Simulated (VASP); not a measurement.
Wanted: the native input for a VASP 6.6.1 run.

* Task: single point
* Functional: PBEsol
* Potentials or basis: VASP PAW PBE potentials, release 64 (Li_sv, Na_pv, S)
* Cutoff: 750 eV
* k mesh: 1 × 1 × 1, shifted
* Occupations: fermi-dirac, width 0.05 eV
* Spin: no spin polarisation
* Dipole correction: no
* Further INCAR settings: LREAL = Auto; ALGO = Normal; EDIFF = 1e-06; NBANDS = 294; ISYM = 0

The structure of Na3Li5S4 lies in POSCAR:

```
Na3Li5S4
1.0
   12.0642908039      0.0000000000      0.0000000000
    0.0000000000     12.0642908039      0.0000000000
    0.0000000000      0.0000000000     12.0642908039
Li Na S
40 24 32
Direct
    0.3780550000      0.1085100000      0.1323680000
    0.3832520000      0.1194940000      0.6167670000
    0.3614980000      0.6341670000      0.6314130000
    0.8671770000      0.1364230000      0.6168450000
    0.8634650000      0.6353320000      0.1476890000
    0.8742380000      0.6238550000      0.6277470000
    0.1250610000      0.3714500000      0.1305390000
    0.0888670000      0.4094950000      0.6561710000
    0.6265390000      0.3689680000      0.6202350000
    0.6226870000      0.8817510000      0.6259360000
    0.1337680000      0.1203770000      0.3753290000
    0.1122550000      0.6292470000      0.3878510000
    0.1301260000      0.6218710000      0.8721370000
    0.6290020000      0.1244000000      0.3788050000
    0.6328310000      0.1406560000      0.8568970000
    0.6324490000      0.6379340000      0.8750640000
    0.1216980000      0.6308590000      0.6246020000
    0.6230650000      0.1283000000      0.6199540000
    0.6261640000      0.6281820000      0.1182900000
    0.3827360000      0.3560650000      0.3806210000
    0.3725480000      0.8672460000      0.3739970000
    0.3733580000      0.8762250000      0.8718830000
    0.8735750000      0.3761990000      0.3764980000
    0.8753910000      0.3718840000      0.8642030000
    0.8770220000      0.8781410000      0.3768050000
    0.3540250000      0.3426810000      0.1556410000
    0.3768380000      0.8647470000      0.1210000000
    0.3812000000      0.8810030000      0.6246240000
    0.8636720000      0.3773600000      0.6197130000
    0.8742290000      0.8765360000      0.1328180000
    0.3825880000      0.1117180000      0.3764770000
    0.3866470000      0.6386660000      0.8728370000
    0.8788060000      0.1284390000      0.3741370000
    0.8667110000      0.1298400000      0.8653610000
    0.8725160000      0.6265910000      0.3867530000
    0.1322540000      0.3793790000      0.8835550000
    0.1246750000      0.8764190000      0.3743310000
    0.6265710000      0.3689430000      0.3796730000
    0.6341140000      0.3829720000      0.8614140000
    0.6050840000      0.8943290000      0.8643150000
    0.3771500000      0.6058720000      0.1185770000
    0.8731310000      0.1324710000      0.1230300000
    0.1260660000      0.8693580000      0.1248360000
    0.1264200000      0.8790770000      0.6179680000
    0.6181220000      0.3787410000      0.1211500000
    0.6254520000      0.8755670000      0.1271730000
    0.1230970000      0.1298350000      0.8740940000
    0.6226170000      0.6234410000      0.3750570000
    0.1255390000      0.1221930000      0.1346570000
    0.1258310000      0.1356090000      0.6193560000
    0.1243990000      0.6190730000      0.1297550000
    0.6257440000      0.1236250000      0.1170580000
    0.6201350000      0.6208460000      0.6261560000
    0.3826210000      0.3854710000      0.8791580000
    0.8626810000      0.8697840000      0.8722640000
    0.3634340000      0.3694220000      0.6251740000
    0.8774200000      0.3784270000      0.1201970000
    0.8775850000      0.8828100000      0.6235870000
    0.3823370000      0.1320840000      0.8730250000
    0.3708880000      0.6107950000      0.3759940000
    0.8785300000      0.6133870000      0.8815350000
    0.1270360000      0.3704070000      0.3978110000
    0.1268260000      0.8727370000      0.8681210000
    0.6253010000      0.8735890000      0.3780470000
    0.9892890000      0.9982370000      0.9972250000
    0.9982450000      0.0079750000      0.4829650000
    0.0157140000      0.4870490000      0.9923240000
    0.9917830000      0.5080420000      0.5097460000
    0.4900000000      0.9913440000      0.9979880000
    0.5011650000      0.0009650000      0.5059110000
    0.5219820000      0.5180550000      0.9794430000
    0.5026120000      0.4803900000      0.4976490000
    0.2524000000      0.2571210000      0.0110940000
    0.2686240000      0.2279290000      0.4865690000
    0.2604340000      0.7462750000      0.9890200000
    0.2487770000      0.7460260000      0.4979460000
    0.7487540000      0.2535560000      0.9755840000
    0.7500790000      0.2501180000      0.4956340000
    0.7533460000      0.7413890000      0.0136160000
    0.7582490000      0.7490390000      0.5039800000
    0.2617510000      0.9907140000      0.2585920000
    0.2652160000      0.0001630000      0.7420520000
    0.2495890000      0.4780190000      0.2519620000
    0.2394780000      0.5106540000      0.7477620000
    0.7600390000      0.0026990000      0.2604740000
    0.7379960000      0.0117120000      0.7455400000
    0.7569000000      0.5018730000      0.2571020000
    0.7536430000      0.4909460000      0.7436170000
    0.9988010000      0.2521270000      0.2641120000
    0.9877860000      0.2597650000      0.7439390000
    0.9916840000      0.7486330000      0.2647390000
    0.0026160000      0.7363790000      0.7444270000
    0.4959570000      0.2402200000      0.2574750000
    0.5156400000      0.2509550000      0.7415310000
    0.4901370000      0.7501400000      0.2462450000
    0.4969250000      0.7611930000      0.7500180000
```

One way to write it, as run:

INCAR

```
SYSTEM = Na3Li5S4
PREC     = Accurate       ! precision mode
ENCUT    = 750            ! plane-wave cutoff, eV
EDIFF    = 1E-6           ! SCF threshold, eV
ISMEAR   = -1             ! smearing method
SIGMA    = 0.05           ! smearing width, eV
LREAL    = Auto         
LASPH    = .TRUE.         ! aspherical terms in the spheres
NELM     = 120            ! most SCF steps
ALGO     = Normal         ! electronic algorithm
ISIF     = 2              ! what is computed and relaxed
LWAVE    = .FALSE.        ! write WAVECAR
LCHARG   = .TRUE.         ! write CHGCAR
GGA      = PS             ! functional
LELF     = .TRUE.         ! ELF
LVHAR    = .TRUE.       
NBANDS   = 294            ! bands
ISYM     = 0            
GGA_COMPAT= .FALSE.      
NCORE    = 4
```

KPOINTS

```
Automatic mesh
0
Gamma
  1 1 1
  0.25 0.25 0.25
```

Potentials or basis: VASP PAW PBE potentials, release 64 (Li_sv, Na_pv, S).

Launch:

```console
$ cat potpaw_PBE.64/Li_sv/POTCAR potpaw_PBE.64/Na_pv/POTCAR potpaw_PBE.64/S/POTCAR > POTCAR
$ mpirun -np 4 vasp_std > vasp.out
```

Results of the run:

```yaml
Pressure: 0.0 GPa
Largest_force: 0.021 eV/Å
Band_gap_on_the_k_mesh: 3.60 eV
```

Caveat: the PAW data sets were made with another functional, which shifts forces and pressure a little; a shifted mesh leaves out Γ, where band edges can lie.

Wall time 22 min on 4 MPI ranks on AMD EPYC 9R45 96-Core Processor (Zen 5), on a shared host, peak memory 1 GiB a rank.
